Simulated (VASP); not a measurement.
Set up this calculation in VASP 6.6.1, as the native input.

- Task: single point
- Functional: PBE
- Potentials or basis: VASP PAW PBE potentials, release 64 (Tl_d)
- Cutoff: 520 eV
- k mesh: 18 × 18 × 18
- Occupations: fermi-dirac, width 0.1 eV
- Spin: no spin polarisation
- Dipole correction: no
- Further INCAR settings: ALGO = Normal; EDIFF = 1e-06; NBANDS = 12

The structure of Tl lies in POSCAR:

```
Tl
1.0
   -1.4980911975      1.4980911975      1.4980911975
    1.4980911975     -1.4980911975      1.4980911975
    1.4980911975      1.4980911975     -1.4980911975
Tl
1
Direct
    0.0000000000      0.0000000000      0.0000000000
```

This isn't the form of Tl at room conditions, which is hcp.

The input as run:

INCAR

```
PREC = Accurate
ENCUT = 520
EDIFF = 1E-6
ISMEAR = -1
SIGMA = 0.1
LREAL = False
LASPH = True
NELM = 60
ALGO = Normal
ISIF = 2
LWAVE = False
LCHARG = True
GGA = PE
LELF = True
LVHAR = True
NBANDS = 12
```

KPOINTS

```
regular mesh
0
Gamma
  18 18 18
```

Potentials or basis: VASP PAW PBE potentials, release 64 (Tl_d).

Launch:

```bash
$ cat potpaw_PBE.64/Tl_d/POTCAR > POTCAR
$ mpirun -np 1 vasp_std > vasp.out
```

Results of the run:

```json
{
 "Pressure": "230.3 GPa",
 "Band gap on the k mesh": "zero (an odd number of electrons rules out a gap without spin polarisation)"
}
```

Caveat: the cell stands under pressure; spin-orbit coupling is left out, which moves the levels of the heavy elements.

Run time: 41 s on 1 thread of Intel Xeon 8259CL (shared host), peak memory 0.15 GiB.
